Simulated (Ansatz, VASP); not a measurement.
Two plane-wave programs on NaW

```
Na W
1.0
     2.76725    0.00000    0.00000
    -1.38362    2.39651    0.00000
     0.00000    0.00000   11.41199
Na W
2 2
Cartesian
  0.0000 0.0000 0.0000
  0.0000 0.0000 5.7060
  0.0000 1.5977 2.8530
  1.3836 0.7988 8.5590
```

Change from the starting cell: species swapped into the TiSe type (P6_3/mmc, No. 194).

Alike in both runs: functional PBE; k mesh 18 × 18 × 4; occupations gaussian, width 0.1 eV; no spin polarisation.

Ansatz relaxed the structure, and its values are those at the end. VASP's run is a single point on that final structure, the one shown.

|  | VASP | Ansatz |
| --- | --- | --- |
| version | VASP 6.6.1 | Ansatz 0.2.0 |
| potentials or method | VASP PAW PBE potentials, release 64 (Na_pv, W_sv), cutoff 520 eV | scalar-relativistic, plane waves, PAW |
| valence electrons in the cell | 42 | 46 |

VASP gave:

* gap on the k mesh at the Fermi level (eV): none
* pressure (GPa): 0.1

Task: Which values does Ansatz return?

Result: gap on the k mesh at the Fermi level (eV): none; pressure (GPa): 0.0.

A gap of «none» marks a metal or a gap that the smearing closes. The functional is the same, so the differences come from potentials, cutoffs and numerics. VASP's potentials hold 42 valence electrons a cell and Ansatz's 46, so a difference there can come from the potentials and not from the codes.

Spin-orbit coupling is off throughout.
